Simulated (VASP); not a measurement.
# H2C3O in VASP: notebook, part 2 of 3

VASP 6.6.1. The steps go on from the part before.

## (3) Single point, LDA

Input file INCAR:

```
PREC = Accurate
ENCUT = 520
EDIFF = 1E-7
ISMEAR = -1
SIGMA = 0.02
LREAL = Auto
LASPH = T
NELM = 60
ALGO = Normal
ISIF = 2
LWAVE = F
LCHARG = F
NBANDS = 84
```

Input file KPOINTS:

```
Automatic mesh
0
Gamma
  1 1 1
```

Input file POSCAR:

```
H2C3O
1.0
    9.1577140000      0.0000000000      0.0000000000
    0.0000000000      9.1577140000      0.0000000000
    0.0000000000      0.0000000000      9.1577140000
C H O
18 12 6
Direct
    0.8773368550      0.1869898973      0.1954527080
    0.9477692795      0.1268657222      0.1010623394
    0.6637027538      0.9396668208      0.1807547167
    0.5546799125      0.9936213339      0.2286487654
    0.9005085767      0.9246849159      0.4933436445
    0.8645935001      0.9865453322      0.6043102023
    0.1921003429      0.0473371411      0.7683576928
    0.2852567791      0.0538999143      0.8589589061
    0.9764227186      0.3105250939      0.7039529734
    0.8639055555      0.3687601513      0.6746006700
    1.0175574385      0.5896449703      0.3951859602
    0.9555004666      0.5803522582      0.2767066104
    0.3566392224      0.4115765135      0.7763837132
    0.2858464460      0.2551619323      0.2437944666
    0.7725399592      0.5357559758      0.9489813724
    0.6591928946      0.1772603949      0.9069293931
    0.0122519659      0.7100025181      0.7373565062
    0.5497769421      0.7678663038      0.6393298590
    1.0026519719      0.0803366430      0.0065846127
    0.8136528396      0.2397104780      0.2915574782
    0.4475243494      1.0345267389      0.2656885769
    0.7537579793      0.8807547386      0.1336796497
    0.8364532895      1.0593036646      0.6966476568
    0.9675449572      0.8727614774      0.4146231254
    0.3688802686      0.0543913033      0.9447226677
    0.1067296926      0.0215665176      0.6914935321
    0.7730859470      0.4292883573      0.6319699436
    1.0747441993      0.2695214111      0.7381099694
    0.8875249871      0.5728394663      0.1855921685
    1.0380210607      0.5918289215      0.5111537661
    0.3639008600      0.4874032974      0.8725321625
    0.2265521723      0.3621755386      0.2692484172
    0.6827577275      0.5675979835      0.8722919279
    0.5957600336      0.2270108020      0.9987099401
    0.0643719601      0.7197866192      0.8455166868
    0.4977333863      0.8776316884      0.6182547304
```

Potentials or basis: VASP PAW LDA potentials, release 64 (C, H, O).

Command:

```sh
$ cat potpaw_LDA.64/C/POTCAR potpaw_LDA.64/H/POTCAR potpaw_LDA.64/O/POTCAR > POTCAR
$ mpirun -np 1 vasp_gam > vasp.out
```

OUTCAR:

```text
PREC = Accurate
   ENCUT = 520
   EDIFF = 1E-7
   ISMEAR = -1
   LREAL = Auto
   LASPH = T
   NELM = 60
   ISIF = 2

 ion  position               nearest neighbor table
   1  0.877  0.187  0.195-  20 1.16   2 1.21
   2  0.948  0.127  0.101-  19 1.09   1 1.21
   3  0.664  0.940  0.181-  22 1.08   4 1.20
   4  0.555  0.994  0.229-  21 1.10   3 1.20
   5  0.901  0.925  0.493-  24 1.06   6 1.21
   6  0.865  0.987  0.604-  23 1.11   5 1.21
   7  0.192  0.047  0.768-  26 1.08   8 1.19
   8  0.285  0.054  0.859-  25 1.10   7 1.19
   9  0.976  0.311  0.704-  28 1.02  10 1.19
  10  0.864  0.369  0.675-  27 1.07   9 1.19
  11  0.018  0.590  0.395-  30 1.08  12 1.23
  12  0.956  0.580  0.277-  29 1.04  11 1.23
  13  0.357  0.412  0.776-  31 1.12
  14  0.286  0.255  0.244-  32 1.14
  15  0.773  0.536  0.949-  33 1.12
  16  0.659  0.177  0.907-  34 1.12
  17  0.012  0.710  0.737-  35 1.10
[... 17 lines left out ...]
  35  0.064  0.720  0.846-  17 1.10
  36  0.498  0.878  0.618-  18 1.13

  LATTYP: Found a simple cubic cell.
 ALAT       =     9.1577140000

  Lattice vectors:

 A1 = (   9.1577140000,   0.0000000000,   0.0000000000)
 A2 = (   0.0000000000,   9.1577140000,   0.0000000000)
 A3 = (   0.0000000000,   0.0000000000,   9.1577140000)

Analysis of symmetry for initial positions (statically):
=====================================================================
 Subroutine PRICEL returns:
 Original cell was already a primitive cell.

 Routine SETGRP: Setting up the symmetry group for a
 simple cubic supercell.

 Subroutine GETGRP returns: Found  1 space group operations
 (whereof  1 operations were pure point group operations)
 out of a pool of 48 trial point group operations.

The static configuration has the point symmetry C_1 .

Analysis of symmetry for dynamics (positions and initial velocities):
[... 177 lines left out ...]
  Fermi-wavevector in a.u.,A,eV,Ry     =   0.881755  1.666276 10.578431  0.777493
  Thomas-Fermi vector in A             =   2.002295
   LORBIT       =      0    0 simple, 1 ext, 2 COOP (PROOUT), +10 PAW based schemes
   GGA     = CA    functional components
   LHFCALC =     F    Hartree Fock is set to
   AEXX    =    0.0000 exact exchange contribution
   IVDW    =     0    specifies the selected vdW correction
   LEPSILON=     F    determine dielectric tensor
   LRPA    =     F    only Hartree local field effects (RPA)
 non-spin polarized calculation
  energy-cutoff  :      520.00
  volume of cell :      768.00
 maximum number of plane-waves:     10240
 NGX is ok and might be reduce to    70
   NGX = 35   NGY = 35   NGZ = 35

 number of electron     120.0000001 magnetization

 Free energy of the ion-electron system (eV)
  ---------------------------------------------------
  ext. energy  EPLUGINS =         0.00000000
  ---------------------------------------------------
  free energy    TOTEN  =      -238.83777166 eV

  energy without entropy =     -238.83777166  energy(sigma->0) =     -238.83777166

 E-fermi :  -3.6007     XC(G=0):  -5.9499

 val. band max:       -4.0948891484   @ k =   0.0000   0.0000   0.0000
 cond. band min:      -0.0416031783   @ k =   0.0000   0.0000   0.0000
 fundamental gap:      4.0532859702
 Fermi energy:        -3.6007359573

 k-point     1 :       0.0000    0.0000    0.0000
  band No.  band energies     occupation
      1     -27.1923      2.00000
      2     -27.1241      2.00000
      3     -26.9264      2.00000
      4     -26.9014      2.00000
      5     -26.5224      2.00000
      6     -26.3755      2.00000
[... 64 lines left out ...]
     71       0.6228      0.00000
     72       0.7255      0.00000
 [bands above 72 left out]

------------------------ aborting loop because EDIFF is reached ----------------------------------------

  FORCE on cell =-STRESS in cart. coord.  units (eV):
  Direction    XX          YY          ZZ          XY          YZ          ZX
  --------------------------------------------------------------------------------------
  -------------------------------------------------------------------------------------
  Total        4.5881059      0.2855358      3.8122116     -1.2873209     -0.8678058      4.9474569
  in kB        9.5715614      0.5956758      7.9529152     -2.6855680     -1.8103890     10.3212281
  external PRESSURE =       6.0400508 kB  Pullay stress =       0.0000000 kB

 VOLUME and BASIS-vectors are now :
 -----------------------------------------------------------------------------
  energy-cutoff  :      520.00
  volume of cell :      768.00
      direct lattice vectors                 reciprocal lattice vectors
     9.157714000  0.000000000  0.000000000     0.109197557  0.000000000  0.000000000
     0.000000000  9.157714000  0.000000000     0.000000000  0.109197557  0.000000000
     0.000000000  0.000000000  9.157714000     0.000000000  0.000000000  0.109197557

 POSITION                                       TOTAL-FORCE (eV/Angst)
 -----------------------------------------------------------------------------------
      8.03440      1.71240      1.78990        -0.669075      0.675343      1.544197
      8.67940      1.16180      0.92550        -0.257505      0.383220     -0.019171
      6.07800      8.60520      1.65530         0.339776     -0.627004     -0.263685
      5.07960      9.09930      2.09390        -1.514505      0.268907      0.444778
      8.24660      8.46800      4.51790         0.266741      0.548619      1.053902
      7.91770      9.03450      5.53410        -0.221798      0.760466      0.449905
[... 28 lines left out ...]
      0.58950      6.59160      7.74300         1.867284      0.496733      4.037726
      4.55810      8.03710      5.66180        -0.302231      0.654669     -0.122199
 -----------------------------------------------------------------------------------
    total drift:                               -0.031701     -0.003948      0.000779

  FREE ENERGIE OF THE ION-ELECTRON SYSTEM (eV)
  ---------------------------------------------------
  free  energy   TOTEN  =      -238.8377716567 eV

  energy  without entropy=     -238.8377716566  energy(sigma->0) =     -238.83777166
```

OSZICAR:

```text
N       E                     dE             d eps       ncg     rms          rms(c)
DAV:   1     0.923631872885E+03    0.92363E+03   -0.56631E+04   168   0.122E+03
DAV:   2    -0.124256077194E+03   -0.10479E+04   -0.10149E+04   216   0.278E+02
DAV:   3    -0.262034169185E+03   -0.13778E+03   -0.13686E+03   200   0.107E+02
[... 13 lines left out ...]
DAV:  17    -0.238837763876E+03   -0.11716E-04   -0.86878E-06   216   0.110E-02    0.474E-03
DAV:  18    -0.238837770343E+03   -0.64671E-05   -0.42331E-06   208   0.741E-03    0.267E-03
DAV:  19    -0.238837771149E+03   -0.80618E-06   -0.68052E-07   216   0.301E-03    0.169E-03
DAV:  20    -0.238837771588E+03   -0.43866E-06   -0.38177E-07   200   0.217E-03    0.642E-04
DAV:  21    -0.238837771657E+03   -0.68596E-07   -0.55546E-08   160   0.914E-04
   1 F= -.23883777E+03 E0= -.23883777E+03  d E =-.191304E-10
```

stdout:

```text
POSCAR found type information on POSCAR C H O
 POSCAR found :  3 types and      36 ions
 scaLAPACK will be used
 LDA part: xc-table for (Slater(with rela. corr.)+CA(PZ))
 , standard interpolation
 POSCAR, INCAR and KPOINTS ok, starting setup
 FFT: planning ... GRIDC
 FFT: planning ... GRID_SOFT
 FFT: planning ... GRID
 WAVECAR not read
 entering main loop
```

Run time: 87 s. Hardware: 1 thread of Intel Xeon 6975P-C (Granite Rapids), shared host; peak memory 0.5 GiB.

Results:

| Property | Result |
| --- | --- |
| Free energy | -238.8378 eV |
| Pressure | 0.6 GPa |
| Largest force | 4.476 eV/Å |
| Band gap on the k mesh | 4.05 eV |

Forces on the atoms (eV/Å):
```
C   -0.669  0.675  1.544
C   -0.258  0.383 -0.019
C    0.340 -0.627 -0.264
C   -1.515  0.269  0.445
C    0.267  0.549  1.054
C   -0.222  0.760  0.450
C   -0.913 -0.474 -0.764
C    1.418  0.093  1.549
C   -0.781  0.515 -0.109
C   -0.922  0.712 -0.688
C   -1.607 -0.245 -1.910
C    1.586  0.349  3.284
C   -0.117 -0.899 -1.185
C   -0.679  1.007  0.244
C    1.404 -0.417  1.302
C    1.179 -0.944 -1.612
C   -1.809 -0.666 -3.958
C    0.317 -0.629  0.056
H    0.029  0.073  0.312
H    1.273 -1.052 -1.879
H    0.883 -0.062 -0.195
H    0.126  0.205  0.130
H   -0.116 -0.624 -0.623
H   -0.040 -0.567 -0.839
H   -0.412  0.114 -0.468
H   -0.134  0.163 -0.277
H   -0.253 -0.041  0.075
H    2.029 -1.012  0.660
H   -0.521 -0.161 -1.464
H    0.422  0.091  0.052
O    0.088  0.908  1.191
O    0.712 -1.098 -0.281
O   -1.469  0.466 -1.165
O   -1.202  1.036  1.439
O    1.867  0.497  4.038
O   -0.302  0.655 -0.122
```

Levels at points of the mesh, in eV from the valence-band top:
```csv
k point,band 57,band 58,band 59,band 60,band 61,band 62,band 63,band 64
"(0.00, 0.00, 0.00)",-0.41,-0.38,-0.27,0.00,4.05,4.21,4.22,4.24
```

Caveat: the k points lie up to 0.69 Å⁻¹ apart.

## (4) Single point, LDA

Input file INCAR:

```
SYSTEM = H2C3O
PREC     = Accurate       ! precision mode
ENCUT    = 520            ! plane-wave cutoff, eV
EDIFF    = 1E-7           ! SCF threshold, eV
ISMEAR   = -1             ! smearing method
SIGMA    = 0.02           ! smearing width, eV
LREAL    = Auto         
LASPH    = .True.         ! aspherical terms in the spheres
NELM     = 100            ! most SCF steps
ALGO     = Normal         ! electronic algorithm
ISIF     = 2              ! what is computed and relaxed
LWAVE    = .False.        ! write WAVECAR
LCHARG   = .True.         ! write CHGCAR
LELF     = .True.         ! ELF
LVHAR    = .True.       
NBANDS   = 84             ! bands
```

Input file KPOINTS:

```
Automatic mesh
0
Gamma
  1 1 1
  0 0 0
```

Input file POSCAR:

```
H2C3O
1.0
    9.1577140000      0.0000000000      0.0000000000
    0.0000000000      9.1577140000      0.0000000000
    0.0000000000      0.0000000000      9.1577140000
C H O
18 12 6
Direct
    0.9461640754      0.1835829335      0.2066126983
    0.9871022397      0.1301962477      0.0927305657
    0.6691407921      0.9134812465      0.1590680818
    0.5597575989      0.9279936019      0.2313677846
    0.8831461651      0.9641925922      0.4991857138
    0.8577358935      1.0406964009      0.6024429241
    0.2415995957      0.0456336592      0.7343754129
    0.2250452460      0.0538671551      0.8637745184
    0.9831383684      0.3357060507      0.7223090828
    0.8882129317      0.4030918633      0.6613768458
    0.9779296449      0.6056314928      0.4017924124
    0.9777003300      0.5863690436      0.2702530348
    0.3694808552      0.4136185079      0.8115671662
    0.2772853575      0.1919474664      0.2653500644
    0.7590213016      0.5243011520      0.9928678707
    0.6090930553      0.1818576121      0.8763649968
    0.0239797836      0.6866888396      0.7648633709
    0.5459222684      0.7987364532      0.6249048616
    1.0312180529      0.0808389517     -0.0045753777
    0.9172485623      0.2345017545      0.3065284633
    0.4784818569      0.9794365712      0.3100337049
    0.7768423430      0.8997223543      0.0952202700
    0.8342802582      1.1237629828      0.6901176429
    0.9231779896      0.8957803225      0.4098293526
    0.2184278740      0.0485819933      0.9820136335
    0.2390443729      0.0259453396      0.6243151948
    0.7797142387      0.4342568462      0.6304084185
    1.0699941055      0.2842194024      0.7732715828
    1.0284335152      0.5793913197      0.1678038864
    0.9549653986      0.6005101273      0.5155871869
    0.3355422543      0.5124204578      0.8807438188
    0.2862067979      0.3114751127      0.2902689470
    0.6831289992      0.5694980210      0.9094736962
    0.5820229808      0.2223043873      0.9878775424
    0.0582568969      0.7144250192      0.8762448795
    0.4679442926      0.8870663574      0.5922766315
```

Potentials or basis: VASP PAW LDA potentials, release 64 (C, H, O).

Command:

```sh
$ cat potpaw_LDA.64/C/POTCAR potpaw_LDA.64/H/POTCAR potpaw_LDA.64/O/POTCAR > POTCAR
$ mpirun -np 1 vasp_gam > vasp.out
```

OUTCAR:

```text
SYSTEM = H2C3O
   PREC = Accurate
   ENCUT = 520
   EDIFF = 1E-7
   ISMEAR = -1
   LREAL = Auto
   LASPH = .True.
   NELM = 100
   ISIF = 2

 ion  position               nearest neighbor table
   1  0.946  0.184  0.207-  20 1.06   2 1.21
   2  0.987  0.130  0.093-  19 1.08   1 1.21
   3  0.669  0.913  0.159-  22 1.15   4 1.21
   4  0.560  0.928  0.231-  21 1.14   3 1.21
   5  0.883  0.964  0.499-  24 1.09   6 1.20
   6  0.858  0.041  0.602-  23 1.13   5 1.20
   7  0.242  0.046  0.734-  26 1.02   8 1.20
   8  0.225  0.054  0.864-  25 1.09   7 1.20
   9  0.983  0.336  0.722-  28 1.04  10 1.20
  10  0.888  0.403  0.661-  27 1.07   9 1.20
  11  0.978  0.606  0.402-  30 1.06  12 1.22
  12  0.978  0.586  0.270-  29 1.05  11 1.22
  13  0.369  0.414  0.812-  31 1.15
  14  0.277  0.192  0.265-  32 1.12
  15  0.759  0.524  0.993-  33 1.11
  16  0.609  0.182  0.876-  34 1.11
  17  0.024  0.687  0.765-  35 1.10
[... 17 lines left out ...]
  35  0.058  0.714  0.876-  17 1.10
  36  0.468  0.887  0.592-  18 1.12

  LATTYP: Found a simple cubic cell.
 ALAT       =     9.1577140000

  Lattice vectors:

[... 227 lines left out ...]
 Fermi energy:        -3.8168991983

 k-point     1 :       0.0000    0.0000    0.0000
  band No.  band energies     occupation
      1     -27.2837      2.00000
      2     -26.9940      2.00000
      3     -26.9212      2.00000
      4     -26.8537      2.00000
      5     -26.8388      2.00000
      6     -26.6245      2.00000
[... 64 lines left out ...]
     71       0.6444      0.00000
     72       0.7222      0.00000
 [bands above 72 left out]

------------------------ aborting loop because EDIFF is reached ----------------------------------------

  FORCE on cell =-STRESS in cart. coord.  units (eV):
  Direction    XX          YY          ZZ          XY          YZ          ZX
  --------------------------------------------------------------------------------------
  -------------------------------------------------------------------------------------
  Total        0.9637600      1.7477489     10.2274499     -1.5798046     -0.6500891      5.1102589
  in kB        2.0105655      3.6460984     21.3361823     -3.2957384     -1.3561952     10.6608604
  external PRESSURE =       8.9976154 kB  Pullay stress =       0.0000000 kB

 VOLUME and BASIS-vectors are now :
 -----------------------------------------------------------------------------
  energy-cutoff  :      520.00
  volume of cell :      768.00
      direct lattice vectors                 reciprocal lattice vectors
     9.157714000  0.000000000  0.000000000     0.109197557  0.000000000  0.000000000
     0.000000000  9.157714000  0.000000000     0.000000000  0.109197557  0.000000000
     0.000000000  0.000000000  9.157714000     0.000000000  0.000000000  0.109197557

 POSITION                                       TOTAL-FORCE (eV/Angst)
 -----------------------------------------------------------------------------------
      8.66470      1.68120      1.89210         0.487261     -0.484563     -1.211608
      9.03960      1.19230      0.84920        -0.327635      0.263605      0.742068
      6.12780      8.36540      1.45670         1.800598     -0.404039     -1.042304
      5.12610      8.49830      2.11880        -0.679738      1.321427      1.219554
      8.08760      8.82980      4.57140         0.668586     -0.714164     -0.851606
      7.85490      0.37269      5.51700        -0.482876      1.474955      1.504691
[... 28 lines left out ...]
      0.53350      6.54250      8.02440         1.507713      1.208753      5.058794
      4.28530      8.12350      5.42390        -1.245387      1.473679     -0.634517
 -----------------------------------------------------------------------------------
    total drift:                               -0.002858     -0.029610     -0.021246

  FREE ENERGIE OF THE ION-ELECTRON SYSTEM (eV)
  ---------------------------------------------------
  free  energy   TOTEN  =      -238.4948218327 eV

  energy  without entropy=     -238.4948218327  energy(sigma->0) =     -238.49482183
```

stdout:

```text
POSCAR found type information on POSCAR C H O
 POSCAR found :  3 types and      36 ions
 scaLAPACK will be used
 LDA part: xc-table for (Slater(with rela. corr.)+CA(PZ))
 , standard interpolation
 POSCAR, INCAR and KPOINTS ok, starting setup
 FFT: planning ... GRIDC
 FFT: planning ... GRID_SOFT
 FFT: planning ... GRID
 WAVECAR not read
 entering main loop
```

Run time: 100 s. Hardware: 1 thread of Intel Xeon 6975P-C (Granite Rapids), shared host; peak memory 0.5 GiB.

What came out:

```
Free energy            : -238.4948 eV
Pressure               : 0.9 GPa
Largest force          : 5.415 eV/Å
Band gap on the k mesh : 4.26 eV
```

Forces on the atoms (eV/Å):
```
C    0.487 -0.485 -1.212
C   -0.328  0.264  0.742
C    1.801 -0.404 -1.042
C   -0.680  1.321  1.220
C    0.669 -0.714 -0.852
C   -0.483  1.475  1.505
C   -0.391  0.166  1.499
C    0.301 -0.179  1.037
C   -0.893  0.944 -0.671
C   -0.540 -0.535  0.461
C   -0.618 -0.488 -1.308
C    0.627  0.475  1.869
C   -0.373  1.114  0.672
C   -0.019 -1.788 -0.377
C    1.957 -1.125  2.081
C    0.679 -0.930 -2.448
C   -1.541 -1.097 -5.070
C    1.385 -1.526  0.571
H   -0.382  0.063 -0.058
H   -0.289  0.252  0.602
H    0.906 -1.108 -1.270
H   -2.036  0.166  1.111
H    0.167 -1.154 -1.040
H   -0.412  0.179  0.342
H    0.344  0.155 -0.292
H    0.107 -0.151 -2.234
H   -0.057  0.428 -0.382
H    1.470 -0.890  0.706
H   -0.009 -0.153 -1.332
H    0.069  0.287  0.708
O    0.328 -1.062 -0.719
O    0.095  1.784  0.361
O   -1.973  1.138 -2.088
O   -0.631  0.893  2.483
O    1.508  1.209  5.059
O   -1.245  1.474 -0.635
```

Stress tensor (GPa, compression positive):
```
 0.20 -0.33  1.07
-0.33  0.36 -0.14
 1.07 -0.14  2.13
```

Levels at points of the mesh, in eV from the valence-band top:
```tsv
k point	band 57	band 58	band 59	band 60	band 61	band 62	band 63	band 64
(0.00, 0.00, 0.00)	-0.20	-0.09	-0.03	0.00	4.26	4.36	4.50	4.61
```

Caveat: the k points lie up to 0.69 Å⁻¹ apart.

(Part 2 of 3 ends here.)
